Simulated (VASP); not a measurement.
Here is a VASP 6.6.1 calculation.

File INCAR:

```
PREC = Accurate
ENCUT = 520
EDIFF = 1E-7
ISMEAR = 0
SIGMA = 0.01
LREAL = F
LASPH = T
NELM = 100
ALGO = Normal
ISIF = 2
LWAVE = F
LCHARG = F
GGA = PE
NBANDS = 15
```

Contents of KPOINTS:

```
regular mesh
0
Gamma
  8 8 8
```

File POSCAR:

```
CaSe
1.0
    0.0000000000      2.9789659654      2.9789659654
    2.9789659654      0.0000000000      2.9789659654
    2.9789659654      2.9789659654      0.0000000000
Ca Se
1 1
Direct
    0.0000000000      0.0000000000      0.0000000000
    0.5000000000      0.5000000000      0.5000000000
```

Potentials or basis: VASP PAW PBE potentials, release 64 (Ca_sv, Se).

Command:

```bash
$ cat potpaw_PBE.64/Ca_sv/POTCAR potpaw_PBE.64/Se/POTCAR > POTCAR
$ mpirun -np 1 vasp_std > vasp.out
```

(1) Estimate the band gap on the k mesh.

(2) Predict the pressure.

Results:

(1) 2.07 eV, indirect (least direct gap 2.99 eV).

(2) 0.2 GPa.
